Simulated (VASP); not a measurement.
# C (P6/mmm) in VASP: notebook, part 2 of 2

VASP 6.6.1.

## Step 3: Relaxation of cell and atoms, r2SCAN

This run uses another cell than the first one: it holds 1 atom, not 3.

File POSCAR:

```
C
1.0
    3.4170282122      0.0000000000      0.0000000000
   -1.7085141061      2.9592332372      0.0000000000
    0.0000000000      0.0000000000      1.2758841250
C
1
Direct
    0.0000000000      0.0000000000      0.0000000000
```

File INCAR.step1:

```
SYSTEM = C
  PREC = Accurate
  ENCUT = 600
  ISMEAR = 0
  SIGMA = 0.1
  LREAL = .FALSE.
  LASPH = .TRUE.
  NELM = 100
  GGA = PE
  ALGO = Normal
  EDIFF = 1E-4
  LWAVE = .TRUE.
  LCHARG = .FALSE.
```

File INCAR.step2:

```
SYSTEM = C
  PREC = Accurate
  ENCUT = 600
  EDIFF = 1E-7
  ISMEAR = 0
  SIGMA = 0.1
  LREAL = .FALSE.
  LASPH = .TRUE.
  NELM = 100
  ALGO = Normal
  ISIF = 3
  LWAVE = .FALSE.
  LCHARG = .FALSE.
  METAGGA = R2SCAN
  LMIXTAU = .TRUE.
  IBRION = 2
  NSW = 100
  EDIFFG = -0.01
  ISTART = 1
```

File KPOINTS:

```
regular mesh
0
G
  18 18 42
  0 0 0
```

Potentials or basis: VASP PAW PBE potentials, release 64 (C).

Launch:

```sh
$ cat potpaw_PBE.64/C/POTCAR > POTCAR
$ cp INCAR.step1 INCAR
$ mpirun -np 1 vasp_std > vasp.out
$ cp INCAR.step2 INCAR
$ mpirun -np 1 vasp_std > vasp.out
```

OUTCAR:

```text
SYSTEM = C
   PREC = Accurate
   ENCUT = 600
   EDIFF = 1E-7
   ISMEAR = 0
   LREAL = .FALSE.
   LASPH = .TRUE.
   NELM = 100
   ISIF = 3
   METAGGA = R2SCAN
   IBRION = 2
   NSW = 100
   EDIFFG = -0.01
   ISTART = 1

 ion  position               nearest neighbor table
   1  0.000  0.000  0.000-

  LATTYP: Found a hexagonal cell.
 ALAT       =     3.4170282122
 C/A-ratio  =     0.3733899885

  Lattice vectors:

 A1 = (   3.4170282122,   0.0000000000,   0.0000000000)
 A2 = (  -1.7085141061,   2.9592332372,   0.0000000000)
 A3 = (   0.0000000000,   0.0000000000,   1.2758841250)

Analysis of symmetry for initial positions (statically):
=====================================================================
 Subroutine PRICEL returns:
 Original cell was already a primitive cell.

 Routine SETGRP: Setting up the symmetry group for a
 hexagonal supercell.

 Subroutine GETGRP returns: Found 24 space group operations
 (whereof 24 operations were pure point group operations)
 out of a pool of 24 trial point group operations.

The static configuration has the point symmetry D_6h.

Analysis of symmetry for dynamics (positions and initial velocities):
=====================================================================
 Subroutine PRICEL returns:
 Original cell was already a primitive cell.

 Routine SETGRP: Setting up the symmetry group for a
 hexagonal supercell.

 Subroutine GETGRP returns: Found 24 space group operations
 (whereof 24 operations were pure point group operations)
 out of a pool of 24 trial point group operations.

The dynamic configuration has the point symmetry D_6h.

 Subroutine INISYM returns: Found 24 space group operations
 (whereof 24 operations are pure point group operations),
 and found     1 'primitive' translations

----------------------------------------------------------------------------------------

                                     Primitive cell

  volume of cell :      12.9015
[... 114 lines left out ...]
   AEXX    =    0.0000 exact exchange contribution
   IVDW    =     0    specifies the selected vdW correction
   LEPSILON=     F    determine dielectric tensor
   LRPA    =     F    only Hartree local field effects (RPA)
 conjugate gradient relaxation of ions
 non-spin polarized calculation
 Gauss-broadening in eV      SIGMA  =   0.10
  energy-cutoff  :      600.00
  volume of cell :       12.90
 maximum number of plane-waves:       449
 NGX is ok and might be reduce to    28

--------------------------------------- Ionic step        1  -------------------------------------------

 number of electron       4.0000000 magnetization

 Free energy of the ion-electron system (eV)
  ---------------------------------------------------
  ext. energy  EPLUGINS =         0.00000000
  ---------------------------------------------------
  free energy    TOTEN  =        -8.90825556 eV

  energy without entropy =       -8.90703681  energy(sigma->0) =       -8.90764619

------------------------ aborting loop because EDIFF is reached ----------------------------------------

  FORCE on cell =-STRESS in cart. coord.  units (eV):
  Direction    XX          YY          ZZ          XY          YZ          ZX
  --------------------------------------------------------------------------------------
  -------------------------------------------------------------------------------------
  Total        0.0589722      0.0589722     -0.1083467     -0.0000000      0.0000000      0.0000000
  in kB        7.3235052      7.3235052    -13.4551077     -0.0000000      0.0000000      0.0000000
  external PRESSURE =       0.3973009 kB  Pullay stress =       0.0000000 kB
[... 267 lines left out ...]
--------------------------------------- Ionic step        9  -------------------------------------------

 number of electron       3.9999999 magnetization

 Free energy of the ion-electron system (eV)
  ---------------------------------------------------
  ext. energy  EPLUGINS =         0.00000000
  ---------------------------------------------------
  free energy    TOTEN  =        -8.91035449 eV

  energy without entropy =       -8.90862103  energy(sigma->0) =       -8.90948776

 E-fermi :   0.3859     XC(G=0):  -8.7745

 val. band max:        0.3827952451   @ k =   0.3333   0.0556   0.2619
 cond. band min:       0.3995746252   @ k =   0.2778   0.2222   0.2619
 fundamental gap:      0.0167793800
 Fermi energy:         0.3859205649

 k-point     1 :       0.0000    0.0000    0.0000
  band No.  band energies     occupation
      1     -17.3154      2.00000
      2      -4.5095      2.00000
      3      -4.5095      2.00000
      4       5.5798      0.00000
      5      13.3021      0.00000
      6      13.3021      0.00000
[... 199 lines left out ...]
 k-point    24 :       0.3889    0.1111    0.0000
  band No.  band energies     occupation
      1     -16.9702      2.00000
      2      -6.0656      2.00000
      3      -4.9876      2.00000
      4       8.3477      0.00000
      5      10.8115      0.00000
      6      17.6862      0.00000

 [... further k-points ...]
[... 5 lines left out ...]
  --------------------------------------------------------------------------------------
  -------------------------------------------------------------------------------------
  Total        0.0025522      0.0025522      0.0060496      0.0000000      0.0000000      0.0000000
  in kB        0.2911520      0.2911520      0.6901353      0.0000000      0.0000000      0.0000000
  external PRESSURE =       0.4241464 kB  Pullay stress =       0.0000000 kB
[... 16 lines left out ...]
  FREE ENERGIE OF THE ION-ELECTRON SYSTEM (eV)
  ---------------------------------------------------
  free  energy   TOTEN  =        -8.9103544867 eV

  energy  without entropy=       -8.9086210284  energy(sigma->0) =       -8.90948776

 reached required accuracy - stopping structural energy minimisation
```

Run time: 11 min. Hardware: 1 thread of Intel Xeon 6975P-C (Granite Rapids), shared host; peak memory 0.18 GiB.

What came out:

```
Free energy                            : -8.9104 eV
Relaxed volume                         : 14.04 Å³/atom
Relaxed cell                           : a = 3.567 Å, b = 3.567 Å, c = 1.275 Å, α = 90.00°, β = 90.00°, γ = 120.00°
Space group after relaxing (to 0.05 Å) : P6/mmm (No. 191)
Energy gained by relaxing              : 2.1 meV/atom
Ionic steps                            : 9
Pressure after relaxing                : 0.0 GPa
Band gap on the k mesh                 : zero (band 2 reaches 10.20 eV, above the bottom of band 3 at -5.68 eV)
```

Step by step:
| step | energy change (eV) | largest force (eV/Å) | pressure (GPa) | volume (Å³) |
| --- | --- | --- | --- | --- |
| 1 | 0.0000 | 0.0000 | 0.04 | 12.90 |
| 2 | 0.0009 | 0.0000 | 2.80 | 12.91 |
| 3 | -0.0001 | 0.0000 | 0.73 | 12.90 |
| 4 | -0.0005 | 0.0000 | 0.62 | 13.00 |
| 5 | -0.0014 | 0.0000 | 0.35 | 13.29 |
| 6 | -0.0020 | 0.0000 | -0.09 | 13.88 |
| 7 | -0.0021 | 0.0000 | -0.18 | 14.04 |
| 8 | 0.0005 | 0.0000 | 3.16 | 14.14 |
| 9 | -0.0021 | 0.0000 | 0.04 | 14.04 |

Final structure:
```
CELL_PARAMETERS angstrom
3.56667 0.00000 0.00000
-1.78333 3.08882 0.00000
0.00000 0.00000 1.27482
ATOMIC_POSITIONS crystal
C 0.00000 0.00000 0.00000
```

Levels at points of the mesh, in eV from the Fermi level:
| k point | band 1 | band 2 | band 3 | band 4 | band 5 | band 6 |
| --- | --- | --- | --- | --- | --- | --- |
| (0.00, 0.00, 0.00) | -17.70 | -4.90 | -4.90 | 5.19 | 12.92 | 12.92 |
| (0.50, 0.00, 0.00) | -17.36 | -6.55 | -5.24 | 7.58 | 10.75 | 18.75 |
| (0.00, 0.00, 0.50) | -9.60 | 8.80 | 12.57 | 12.57 | 25.53 | 26.37 |
| (0.50, 0.00, 0.50) | -9.57 | 9.35 | 11.89 | 12.42 | 22.20 | 25.44 |

Caveat: the PAW data sets were made with another functional, which shifts forces and pressure a little.
